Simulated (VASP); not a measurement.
Here is a VASP 6.6.1 calculation.

Contents of INCAR:

```
SYSTEM = GaHgS
PREC     = Accurate       ! precision mode
ENCUT    = 520            ! plane-wave cutoff, eV
EDIFF    = 1E-7           ! SCF threshold, eV
ISMEAR   = 0              ! smearing method
SIGMA    = 0.1            ! smearing width, eV
LREAL    = .FALSE.        ! projectors in reciprocal space
LASPH    = .TRUE.         ! aspherical terms in the spheres
NELM     = 100            ! most SCF steps
ALGO     = Normal         ! electronic algorithm
ISIF     = 2              ! what is computed and relaxed
LWAVE    = .FALSE.        ! write WAVECAR
LCHARG   = .TRUE.         ! write CHGCAR
GGA      = PE             ! functional
LELF     = .TRUE.         ! ELF
LVHAR    = .TRUE.       
NBANDS   = 22             ! bands
```

File KPOINTS:

```
Automatic mesh
0
G
  12 12 10
  0 0 0
```

Contents of POSCAR:

```
GaHgS
1.0
    4.5693610270     -0.0000000030      0.0000000000
   -2.2846805109      3.9571827299      0.0000000000
    0.0000000000      0.0000000000      3.7811273478
Ga Hg S
1 1 1
Direct
    0.3333333333      0.6666666667      0.5000000000
    0.0000000000      0.0000000000      0.5000000000
    0.6666666667      0.3333333333      0.0000000000
```

Potentials or basis: VASP PAW PBE potentials, release 64 (Ga_d, Hg, S).

The run is started by

```bash
$ cat potpaw_PBE.64/Ga_d/POTCAR potpaw_PBE.64/Hg/POTCAR potpaw_PBE.64/S/POTCAR > POTCAR
$ mpirun -np 1 vasp_std > vasp.out
```

Problem. Estimate the pressure.

Solution. 0.2 GPa.

Stress tensor (GPa, compression positive):
```
0.27 0.00 0.00
0.00 0.27 0.00
0.00 0.00 0.02
```
